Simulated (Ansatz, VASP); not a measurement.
# Al3BiO3 in VASP and in Ansatz

```
Al Bi O
1.0
    -0.00172    0.00064    3.11816
    10.24001    0.00320   -0.00390
    -5.12159    7.85126   -0.00017
Al Bi O
6 2 6
Direct
  0.24958 0.67498 0.84228
  0.74958 0.87063 0.20315
  0.24975 0.19738 0.35744
  0.75039 0.32478 0.15763
  0.74971 0.80280 0.64259
  0.24987 0.12935 0.79691
  0.75168 0.65023 0.29707
  0.25063 0.34963 0.70284
  0.74960 0.75362 0.96946
  0.25024 0.98550 0.25350
  0.75041 0.23085 0.27756
  0.25033 0.24630 0.03057
  0.24901 0.76930 0.72253
  0.74921 0.01465 0.74648
```

Change from the starting cell: cell x1, atoms moved at random (sigma 0.05 Å) and cell strained at random (1.5 %), then relaxed without symmetry.

Alike in both runs: functional PBE; k mesh 8 × 3 × 3; occupations gaussian, width 0.2 eV; no spin polarisation.

Ansatz relaxed the structure, and its values are those at the end. VASP's run is a single point on that final structure, the one shown.

|  | VASP | Ansatz |
| --- | --- | --- |
| version | VASP 6.6.1 | Ansatz 0.2.0 |
| potentials or method | VASP PAW PBE potentials, release 64 (Al, Bi_d, O), cutoff 520 eV | scalar-relativistic, plane waves, PAW |
| valence electrons in the cell | 84 | 84 |

```tsv
	VASP	Ansatz	Ansatz less VASP
gap on the k mesh at the Fermi level (eV)	none	none	-
pressure (GPa)	-0.1	0.0	+0.09
rms of the force components (eV/Å)	0.015	0.014	-0.0007
```

A gap of «none» marks a metal or a gap that the smearing closes. The functional is the same, so the differences come from potentials, cutoffs and numerics.

Spin-orbit coupling is off throughout.
